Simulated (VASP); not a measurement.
A run of VASP 6.6.1 is set up as follows.

The input POSCAR:

```
Ir
1.0
    2.9714881261      0.0000000000      0.0000000000
   -1.4857440631      2.5733842043      0.0000000000
    0.0000000000      0.0000000000      4.8192732000
Ir
2
Direct
    0.6666666667      0.3333333333      0.7500000000
    0.3333333333      0.6666666667      0.2500000000
```

INCAR.step1

```
SYSTEM = Ir
PREC = Accurate
ENCUT = 520
ISMEAR = 0
SIGMA = 0.15
LREAL = .False.
LASPH = .True.
NELM = 60
NBANDS = 16
GGA = PE
ALGO = Normal
EDIFF = 1E-4
LWAVE = .True.
LCHARG = .False.
```

The input INCAR.step2:

```
SYSTEM = Ir
PREC = Accurate
ENCUT = 520
EDIFF = 1E-7
ISMEAR = 0
SIGMA = 0.15
LREAL = .False.
LASPH = .True.
NELM = 60
ALGO = Normal
ISIF = 2
LWAVE = .False.
LCHARG = .False.
METAGGA = R2SCAN
LMIXTAU = .True.
NBANDS = 16
ISTART = 1
```

KPOINTS

```
regular mesh
0
Gamma
  18 18 12
  0 0 0
```

Potentials or basis: VASP PAW PBE potentials, release 64 (Ir).

The run is started by

```sh
$ cat potpaw_PBE.64/Ir/POTCAR > POTCAR
$ cp INCAR.step1 INCAR
$ mpirun -np 1 vasp_std > vasp.out
$ cp INCAR.step2 INCAR
$ mpirun -np 1 vasp_std > vasp.out
```

Problem. Predict the pressure.

Solution. -48.3 GPa.

Problem. Predict the band gap on the k mesh.

Solution. Zero (bands 9 and 10 overlap by 2.21 eV).

Stress tensor (GPa, compression positive):
```
-47.96   0.00   0.00
  0.00 -47.96   0.00
  0.00   0.00 -48.99
```

Caveat: the cell differs from its parent crystal (strain +0.080 along x and y, +0.080 along z); the cell stands under tension; the PAW data sets were made with another functional, which shifts forces and pressure a little; spin-orbit coupling is left out, which moves the levels of the heavy elements.
